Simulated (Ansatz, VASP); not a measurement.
**Nb4H in VASP and in Ansatz**

File INCAR:

```
PREC = Accurate
ENCUT = 520
EDIFF = 1E-6
ISMEAR = 0
SIGMA = 0.1
LREAL = F
LASPH = T
NELM = 100
ALGO = Normal
ISIF = 2
LWAVE = F
LCHARG = F
LDIPOL = T
IDIPOL = 3
DIPOL = 0.5 0.5 0.334
GGA = CA
NBANDS = 34
```

The input KPOINTS:

```
Automatic mesh
0
Gamma
  9 7 1
```

POSCAR

```
Nb4H
1.0
    2.9270177669      0.0000000000      0.0000000000
    0.0000000000      4.1394282232      0.0000000000
    0.0000000000      0.0000000000     21.2576690685
Nb H
4 1
Direct
    0.5000000000      0.5000000000      0.1881673850
    0.0000000000      0.0000000000      0.2570135449
    0.5000000000      0.5000000000      0.3306382692
    0.0000000000      0.0000000000      0.3884559987
    0.0000000000      0.1666666667      0.5065310328
```

Input for Ansatz:

```yaml
crystal:
  lattice:
    - [2.9270177669, 0.0, 0.0]
    - [0.0, 4.1394282232, 0.0]
    - [0.0, 0.0, 21.2576690685]
  atoms:
    - { symbol: Nb, position: [0.5, 0.5, 0.188167385] }
    - { symbol: Nb, position: [0.0, 0.0, 0.2570135449] }
    - { symbol: Nb, position: [0.5, 0.5, 0.3306382692] }
    - { symbol: Nb, position: [0.0, 0.0, 0.3884559987] }
    - { symbol: H, position: [0.0, 0.1666666667, 0.5065310328] }
basis:
  ecutwfc: 420
kpoints:
  mp_grid: { grid: [9, 7, 1] }
hamiltonian:
  xc: lda
scf:
  occupations: { method: gaussian, width: 0.1 }
output:
  forces: true
  eigenvalues: true
efield:
  axis: 3
  dipole_correction: true
  ramp_width: 0.04
```

Alike in both runs: task single point; functional LDA; k mesh 9 × 7 × 1; occupations gaussian, width 0.1 eV; no spin polarisation.

```csv
,VASP,Ansatz
version,VASP 6.6.1,Ansatz 0.2.0
potentials or method,"VASP PAW LDA potentials, release 64 (Nb_sv, H), cutoff 520 eV","scalar-relativistic, plane waves, PAW"
valence electrons in the cell,53,53
```

```csv
,VASP,Ansatz,Ansatz less VASP
gap on the k mesh at the Fermi level (eV),none,none,-
rms of the force components (eV/Å),0.828,0.827,-0.0007
```

LDA's correlation is that of Perdew and Zunger in VASP and of Perdew and Wang (1992) in Ansatz. Atom by atom the forces differ by 0.001 eV/Å (rms over components). A gap of «none» marks a metal or a gap that the smearing closes.
